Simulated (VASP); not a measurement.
## CuH2: single point with PBE

The system is CuH2, a sheet with vacuum.

```
CELL_PARAMETERS angstrom
3.38517 0.00000 0.00000
-1.69258 2.93164 0.00000
0.00000 0.00000 15.00000
ATOMIC_POSITIONS crystal
Cu 0.00000 0.00000 0.50000
H 0.33333 0.66667 0.50770
H 0.66667 0.33333 0.49230
```

- Program: VASP 6.6.1
- Task: single point
- Functional: PBE
- Potentials or basis: VASP PAW PBE potentials, release 64 (Cu, H)
- Cutoff: 520 eV
- k mesh: 6 × 6 × 1
- Occupations: gaussian, width 0.1 eV
- Spin: no spin polarisation
- Dipole correction: yes
- Further INCAR settings: ALGO = Normal; EDIFF = 1e-06; NBANDS = 14

```
Largest force : 0.219 eV/Å
```

Forces in eV/Å, atoms in the order of the input:
```
Cu   0.000  0.000  0.000
H    0.000  0.000 -0.219
H    0.000  0.000  0.219
```

Levels at points of the mesh, in eV from the Fermi level:
| k point | band 3 | band 4 | band 5 | band 6 | band 7 | band 8 | band 9 | band 10 |
| --- | --- | --- | --- | --- | --- | --- | --- | --- |
| (0.00, 0.00, 0.00) | -3.26 | -2.84 | -2.75 | -2.75 | 0.13 | 2.42 | 2.89 | 4.09 |
| (0.50, 0.00, 0.00) | -3.10 | -2.83 | -2.80 | -2.79 | -1.22 | 4.28 | 4.31 | 5.99 |

It took 14 s on 1 thread of Intel(R) Xeon(R) 6975P-C (Granite Rapids), on a shared host, peak memory 0.26 GiB.
